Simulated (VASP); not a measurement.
MgAl16: single point with PBE

MgAl16, a slab with vacuum:

```
Al Mg
1.0
     8.10000    0.00000    0.00000
     0.00000    5.72757    0.00000
     0.00000    0.00000   16.29567
Al Mg
16 1
Direct
  0.25000 0.25000 0.06137
  0.75000 0.25000 0.06137
  0.25000 0.75000 0.06137
  0.75000 0.75000 0.06137
  0.00113 0.99960 0.13795
  0.49938 0.00000 0.13800
  0.00092 0.50105 0.13800
  0.49959 0.50054 0.13803
  0.25108 0.25068 0.22047
  0.75088 0.25050 0.22886
  0.25099 0.75030 0.22694
  0.75099 0.75105 0.22837
  0.00251 0.99786 0.30483
  0.50003 0.99790 0.30485
  0.00162 0.50424 0.30481
  0.50095 0.50414 0.30482
  0.25144 0.25360 0.39361
```

| Property | Result |
| --- | --- |
| Program | VASP 6.6.1 |
| Task | single point |
| Functional | PBE |
| Potentials or basis | VASP PAW PBE potentials, release 64 (Al, Mg) |
| Cutoff | 520 eV |
| k mesh | 2 × 3 × 1 |
| Occupations | gaussian, width 0.05 eV |
| Spin | no spin polarisation |
| Dipole correction | no |
| Further INCAR settings | LREAL = Auto; ALGO = Normal; EDIFF = 1e-06; NBANDS = 39 |

The largest force is 0.362 eV/Å and the band gap on the k mesh is zero (bands 25 and 26 overlap by 0.31 eV).

Forces on the atoms (eV/Å):
```
Al  -0.002  0.009 -0.362
Al   0.008  0.002  0.136
Al   0.008 -0.003  0.052
Al  -0.001  0.005  0.121
Al  -0.013  0.004 -0.006
Al   0.020 -0.019 -0.011
Al  -0.010 -0.004 -0.008
Al   0.013  0.019 -0.013
Al  -0.012  0.001  0.022
Al   0.007 -0.003  0.006
Al   0.002 -0.002  0.012
Al  -0.001  0.004  0.003
Al  -0.002  0.009  0.014
Al  -0.005  0.004  0.015
Al   0.002 -0.011  0.013
Al  -0.011 -0.006  0.015
Mg  -0.003 -0.007 -0.008
```

Levels at points of the mesh, in eV from the Fermi level:
```
           k point  band 22  band 23  band 24  band 25  band 26  band 27  band 28  band 29
(0.00, 0.00, 0.00)    -0.85    -0.73    -0.65    -0.30     0.02     0.13     0.51     1.28
(0.50, 0.00, 0.00)    -0.97    -0.96    -0.94    -0.04     0.22     0.38     0.44     0.58
```

It took 4.6 min on 1 thread of Intel Xeon 8259CL, on a shared host, peak memory 0.7 GiB.

Caveat: the k points lie up to 0.39 Å⁻¹ apart; there is no dipole correction, which matters where the two faces differ.
